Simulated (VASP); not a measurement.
# BP (I-4m2) in VASP: further runs, part 2 of 2

VASP 6.6.1. Earlier steps stand in the parts before.

**3. Single point, PBE (11.13 Å³/atom)**

Input file INCAR:

```
SYSTEM = BP
PREC = Accurate
ENCUT = 520
EDIFF = 1E-6
ISMEAR = 0
SIGMA = 0.05
LREAL = .False.
LASPH = .True.
NELM = 60
ALGO = Normal
ISIF = 2
LWAVE = .False.
LCHARG = .False.
GGA = PE
NBANDS = 11
```

Input file KPOINTS:

```
Automatic mesh
0
Gamma
  12 12 12
  0 0 0
```

Input file POSCAR:

```
BP
1.0
    0.0000000000      2.3558978431      2.1739391373
    2.1739391373      0.0000000000      2.1739391373
    2.1739391373      2.3558978431      0.0000000000
B P
1 1
Direct
    0.0000000000      0.0000000000      0.0000000000
    0.7500000000      0.7500000000      0.7500000000
```

Potentials or basis: VASP PAW PBE potentials, release 64 (B, P).

On the command line:

```bash
$ cat potpaw_PBE.64/B/POTCAR potpaw_PBE.64/P/POTCAR > POTCAR
$ mpirun -np 1 vasp_std > vasp.out
```

It took 37 s on 1 thread of Intel Xeon 8259CL, shared host; peak memory 0.16 GiB.

Results (log left out):

* Free energy: -12.8060 eV
* Pressure: 9.5 GPa
* Band gap on the k mesh: 0.55 eV (least direct gap 3.07 eV)

Stress tensor (GPa, compression positive):
```
17.74  0.00  0.00
 0.00 -7.13  0.00
 0.00  0.00 17.74
```

Levels at points of the mesh, in eV from the valence-band top:
```
           k point  band 2  band 3  band 4  band 5  band 6  band 7
(0.00, 0.00, 0.00)   -0.89    0.00    0.00    3.07    3.07    3.49
(0.50, 0.00, 0.00)   -9.68   -2.68   -1.54    2.93    4.88    4.89
(0.50, 0.50, 0.00)   -8.88   -4.94   -4.76    0.67    0.94   11.12
(0.50, 0.00, 0.50)   -9.61   -3.98   -3.98    1.54    2.12   12.28
```

Caveat: the cell stands under pressure. A k mesh can miss the band edges.

**4. Single point, PBE (11.13 Å³/atom)**

Input file INCAR:

```
  PREC = Accurate
  ENCUT = 520
  EDIFF = 1E-6
  ISMEAR = 0
  SIGMA = 0.05
  LREAL = F
  LASPH = T
  NELM = 80
  ALGO = Normal
  ISIF = 2
  LWAVE = F
  LCHARG = T
  GGA = PE
  LELF = T
  LVHAR = T
  NBANDS = 11
```

Input file KPOINTS:

```
regular mesh
0
Gamma
  12 12 12
```

Input file POSCAR:

```
BP
1.0
    0.0000000000      2.1165187956      2.2935834370
    2.2935834370      0.0000000000      2.2935834370
    2.2935834370      2.1165187956      0.0000000000
B P
1 1
Direct
    0.0000000000      0.0000000000      0.0000000000
    0.7500000000      0.7500000000      0.7500000000
```

Potentials or basis: VASP PAW PBE potentials, release 64 (B, P).

On the command line:

```bash
$ cat potpaw_PBE.64/B/POTCAR potpaw_PBE.64/P/POTCAR > POTCAR
$ mpirun -np 1 vasp_std > vasp.out
```

OUTCAR:

```text
PREC = Accurate
   ENCUT = 520
   EDIFF = 1E-6
   ISMEAR = 0
   LREAL = F
   LASPH = T
   NELM = 80
   ISIF = 2
   GGA = PE

 ion  position               nearest neighbor table
   1  0.000  0.000  0.000-   2 1.94   2 1.94   2 1.94   2 1.94
   2  0.750  0.750  0.750-   1 1.94   1 1.94   1 1.94   1 1.94

  LATTYP: Found a body centered tetragonal cell.
 ALAT       =     3.2436168030
 C/A-ratio  =     1.3050362753

  Lattice vectors:

 A1 = (   0.0000000000,  -2.1165187956,   2.2935834370)
 A2 = (   0.0000000000,  -2.1165187956,  -2.2935834370)
 A3 = (   2.2935834370,   2.1165187956,   0.0000000000)

Analysis of symmetry for initial positions (statically):
=====================================================================
 Subroutine PRICEL returns:
 Original cell was already a primitive cell.

 Routine SETGRP: Setting up the symmetry group for a
 body centered tetragonal supercell.

 Subroutine GETGRP returns: Found  8 space group operations
 (whereof  8 operations were pure point group operations)
 out of a pool of 16 trial point group operations.

The static configuration has the point symmetry D_2d.

[... 170 lines left out ...]
      2       7.7792      2.00000
      3       7.7792      2.00000
      4       8.5136      0.28389
      5      11.2247      0.00000
      6      11.6899      0.00000
      7      11.6899      0.00000
      8      16.0576      0.00000
      9      19.2167      0.00000
     10      19.8786      0.00000
     11      21.1086      0.00000
[... 309 lines left out ...]
 k-point    24 :      -0.4167    0.1667   -0.0000
  band No.  band energies     occupation
      1      -4.0025      2.00000
      2      -0.9148      2.00000
      3       3.6759      2.00000
      4       5.9026      2.00000
      5      11.8889      0.00000
      6      13.6014      0.00000
      7      15.1886      0.00000
      8      18.7432      0.00000
      9      20.0758      0.00000
     10      21.5983      0.00000
     11      24.4182      0.00000

 [... further k-points ...]

------------------------ aborting loop because EDIFF is reached ----------------------------------------

  FORCE on cell =-STRESS in cart. coord.  units (eV):
  Direction    XX          YY          ZZ          XY          YZ          ZX
  --------------------------------------------------------------------------------------
  -------------------------------------------------------------------------------------
  Total        0.3931432      3.1265239      0.3931432      0.0000000      0.0000000      0.0000000
  in kB       28.2865585    224.9526545     28.2865585      0.0000000      0.0000000      0.0000000
  external PRESSURE =      93.8419238 kB  Pullay stress =       0.0000000 kB

 VOLUME and BASIS-vectors are now :
 -----------------------------------------------------------------------------
  energy-cutoff  :      520.00
  volume of cell :       22.27
      direct lattice vectors                 reciprocal lattice vectors
     0.000000000  2.116518796  2.293583437    -0.217999481  0.236236976  0.217999481
     2.293583437  0.000000000  2.293583437     0.217999481 -0.236236976  0.217999481
     2.293583437  2.116518796  0.000000000     0.217999481  0.236236976 -0.217999481

 POSITION                                       TOTAL-FORCE (eV/Angst)
 -----------------------------------------------------------------------------------
      0.00000      0.00000      0.00000         0.000000      0.000000     -0.000000
      3.44038      3.17478      3.44038        -0.000000     -0.000000      0.000000
 -----------------------------------------------------------------------------------
    total drift:                               -0.000000      0.000001     -0.000000

  FREE ENERGIE OF THE ION-ELECTRON SYSTEM (eV)
  ---------------------------------------------------
  free  energy   TOTEN  =       -12.8186682416 eV

  energy  without entropy=      -12.8186269162  energy(sigma->0) =      -12.81864758
```

stdout:

```text
POSCAR found type information on POSCAR B P
 POSCAR found :  2 types and       2 ions
 scaLAPACK will be used
 LDA part: xc-table for (Slater+PW92), standard interpolation
 POSCAR, INCAR and KPOINTS ok, starting setup
 FFT: planning ... GRIDC
 FFT: planning ... GRID_SOFT
 FFT: planning ... GRID
 WAVECAR not read
 entering main loop
```

Run time: 45 s. Hardware: 1 thread of Intel Xeon 8259CL, shared host; peak memory 0.16 GiB.

What came out:

```yaml
Free_energy: -12.8187 eV
Pressure: 9.4 GPa
Band_gap_on_the_k_mesh: zero (bands 4 and 5 overlap by 0.03 eV)
```

Stress tensor (GPa, compression positive):
```
 2.83  0.00  0.00
 0.00 22.50  0.00
 0.00  0.00  2.83
```

Caveat: the cell stands under pressure; semilocal functionals underestimate gaps, so a narrow gap can read as zero.

**5. Single point, PBE (11.45 Å³/atom)**

This run uses another cell than the first one, of 11.45 Å³/atom.

Input file INCAR:

```
  PREC = Accurate
  ENCUT = 520
  EDIFF = 1E-6
  ISMEAR = 0
  SIGMA = 0.05
  LREAL = False
  LASPH = True
  NELM = 60
  ALGO = Normal
  ISIF = 2
  LWAVE = False
  LCHARG = False
  GGA = PE
  NBANDS = 11
```

Input file KPOINTS:

```
Automatic mesh
0
Gamma
  12 12 12
```

Input file POSCAR:

```
BP
1.0
    0.0000000000      2.0796187570      2.3461402944
    2.3461402944      0.0000000000      2.3461402944
    2.3461402944      2.0796187570      0.0000000000
B P
1 1
Direct
    0.0000000000      0.0000000000      0.0000000000
    0.7500000000      0.7500000000      0.7500000000
```

On the command line:

```bash
$ cat potpaw_PBE.64/B/POTCAR potpaw_PBE.64/P/POTCAR > POTCAR
$ mpirun -np 1 vasp_std > vasp.out
```

Run time: 60 s. Hardware: 1 thread of Intel Xeon 8259CL, shared host; peak memory 0.16 GiB.

The run converged. Its results:

| Property | Result |
| --- | --- |
| Free energy | -12.7561 eV |
| Pressure | 4.0 GPa |
| Band gap on the k mesh | zero (bands 4 and 5 overlap by 0.54 eV) |

Stress tensor (GPa, compression positive):
```
-5.00  0.00  0.00
 0.00 21.94  0.00
 0.00  0.00 -5.00
```

Levels at points of the mesh, in eV from the Fermi level:
```csv
k point,band 1,band 2,band 3,band 4,band 5,band 6,band 7,band 8
"(0.00, 0.00, 0.00)",-15.98,-0.67,-0.67,0.37,2.71,3.43,3.43,7.19
"(0.50, 0.00, 0.00)",-12.54,-9.50,-2.82,-1.43,2.72,3.80,5.90,10.06
"(0.50, 0.50, 0.00)",-11.39,-9.37,-4.13,-3.91,1.50,1.93,10.45,12.43
"(0.50, 0.00, 0.50)",-10.22,-8.24,-5.31,-5.31,0.09,0.22,11.86,11.86
```

Caveat: the cell stands under pressure; semilocal functionals underestimate gaps, so a narrow gap can read as zero.

**6. Single point, PBE (11.45 Å³/atom)**

This run uses another cell than the first one, of 11.45 Å³/atom.

Input file INCAR:

```
  PREC = Accurate
  ENCUT = 520
  EDIFF = 1E-6
  ISMEAR = 0
  SIGMA = 0.05
  LREAL = F
  LASPH = T
  NELM = 60
  ALGO = Normal
  ISIF = 2
  LWAVE = F
  LCHARG = F
  GGA = PE
  NBANDS = 11
```

Input file KPOINTS:

```
regular mesh
0
Gamma
  12 12 12
```

Input file POSCAR:

```
BP
1.0
    0.0000000000      2.4424253069      2.1648868169
    2.1648868169      0.0000000000      2.1648868169
    2.1648868169      2.4424253069      0.0000000000
B P
1 1
Direct
    0.0000000000      0.0000000000      0.0000000000
    0.7500000000      0.7500000000      0.7500000000
```

Potentials or basis: VASP PAW PBE potentials, release 64 (B, P).

On the command line:

```bash
$ cat potpaw_PBE.64/B/POTCAR potpaw_PBE.64/P/POTCAR > POTCAR
$ mpirun -np 1 vasp_std > vasp.out
```

Run time: 53 s. Hardware: 1 thread of Intel Xeon 8259CL, shared host; peak memory 0.16 GiB.

Results (log left out):

* Free energy: -12.7137 eV
* Pressure: 4.2 GPa
* Band gap on the k mesh: 0.28 eV (least direct gap 2.83 eV)

Stress tensor (GPa, compression positive):
```
 16.91   0.00   0.00
  0.00 -21.21   0.00
  0.00   0.00  16.91
```

Levels at points of the mesh, in eV from the valence-band top:
| k point | band 1 | band 2 | band 3 | band 4 | band 5 | band 6 | band 7 | band 8 |
| --- | --- | --- | --- | --- | --- | --- | --- | --- |
| (0.00, 0.00, 0.00) | -16.12 | -1.38 | 0.00 | 0.00 | 2.83 | 2.83 | 3.46 | 6.79 |
| (0.50, 0.00, 0.00) | -12.68 | -9.64 | -3.08 | -1.38 | 2.15 | 4.89 | 5.01 | 9.87 |
| (0.50, 0.50, 0.00) | -10.72 | -8.78 | -5.14 | -4.87 | 0.45 | 0.64 | 10.11 | 12.38 |
| (0.50, 0.00, 0.50) | -11.95 | -9.84 | -3.75 | -3.75 | 1.73 | 2.37 | 11.79 | 11.79 |

Caveat: the cell stands under pressure. A k mesh can miss the band edges.

**7. Summary**

```tsv
cell	gap on the mesh (eV)	pressure (GPa)
a = 3.138, b = 3.201 Å, angles 59.3, 61.3, 59.3°, 2 atoms	0.56	9.5
a = 3.206, b = 3.074 Å, angles 61.3, 57.3, 61.3°, 2 atoms	0.55	9.5
a = 3.121, b = 3.244 Å, angles 58.7, 62.6, 58.7°, 2 atoms	none	9.4
a = 3.135, b = 3.318 Å, angles 58.1, 63.9, 58.1°, 2 atoms	none	4.0
a = 3.264, b = 3.062 Å, angles 62.0, 55.9, 62.0°, 2 atoms	0.28	4.2
```

Alike in all rows: task single point; level PBE; potentials or basis VASP PAW PBE potentials, release 64 (B, P); no spin polarisation; k mesh 12 × 12 × 12; cutoff (eV) 520; smearing gaussian 0.05 eV.

Caveats: the cell stands under pressure; semilocal functionals underestimate gaps, so a narrow gap can read as zero (at least some runs).

Total energies depend on the potentials used, so only differences within one code and one set of settings carry meaning.
